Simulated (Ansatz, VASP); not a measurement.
## Two plane-wave programs on InSb3

INCAR

```
SYSTEM = InSb3
PREC = Accurate
ENCUT = 520
EDIFF = 1E-7
ISMEAR = 0
SIGMA = 0.15
LREAL = .FALSE.
LASPH = .TRUE.
NELM = 100
ALGO = Normal
ISIF = 2
LWAVE = .FALSE.
LCHARG = .TRUE.
GGA = PS
LELF = .TRUE.
LVHAR = .TRUE.
NBANDS = 22
```

KPOINTS

```
Automatic mesh
0
G
  8 8 8
  0 0 0
```

POSCAR

```
InSb3
1.0
    4.7757469295     -0.0550865859     -0.0550865859
   -0.0550865859      4.7757469295     -0.0550865859
   -0.0550865859     -0.0550865859      4.7757469295
In Sb
1 3
Direct
    0.0000000000      0.0000000000      0.0000000000
    0.5000000000      0.0000000000      0.5000000000
    0.0000000000      0.5000000000      0.5000000000
    0.5000000000      0.5000000000      0.0000000000
```

Input for Ansatz:

```yaml
crystal:
  lattice:
    - [4.7757469295, -0.0550865859, -0.0550865859]
    - [-0.0550865859, 4.7757469295, -0.0550865859]
    - [-0.0550865859, -0.0550865859, 4.7757469295]
  atoms:
    - { symbol: In, position: [0.0, 0.0, 0.0] }
    - { symbol: Sb, position: [0.5, 0.0, 0.5] }
    - { symbol: Sb, position: [0.0, 0.5, 0.5] }
    - { symbol: Sb, position: [0.5, 0.5, 0.0] }
basis:
  ecutwfc: 420
kpoints:
  mp_grid: { grid: [8, 8, 8] }
hamiltonian:
  xc: pbesol
  pseudopotentials: { kind: paw, azcp: { folder: soft_1 } }
scf:
  occupations: { method: gaussian, width: 0.15 }
output:
  forces: true
  stress: true
  eigenvalues: true
  write_density: true
  write_potential: true
  elf: true
  volumetric_format: npy
```

Change from the starting cell: equal engineering shear yz, xz and xy -0.0233, equal normal strain along x, y and z +0.0100.

Alike in both runs: task single point; functional PBEsol; k mesh 8 × 8 × 8; occupations gaussian, width 0.15 eV; no spin polarisation.

```csv
,VASP,Ansatz
version,VASP 6.6.1,Ansatz 0.2.0
potentials or method,"VASP PAW PBE potentials, release 64 (In_d, Sb), cutoff 520 eV","scalar-relativistic, plane waves, PAW"
valence electrons in the cell,28,58
```

|  | VASP | Ansatz | Ansatz less VASP |
| --- | --- | --- | --- |
| gap on the k mesh at the Fermi level (eV) | none | none | - |
| pressure (GPa) | -1.6 | -1.6 | +0.02 |
| traceless stress, the component that is largest in VASP (GPa) | 0.43 | 0.43 | -0.003 |

VASP's potentials were made for PBE, not for PBEsol, and Ansatz warns of the same on its side. A gap of «none» marks a metal or a gap that the smearing closes. The functional is the same, so the differences come from potentials, cutoffs and numerics. VASP's potentials hold 28 valence electrons a cell and Ansatz's 58, so a difference there can come from the potentials and not from the codes.

Spin-orbit coupling is off throughout.
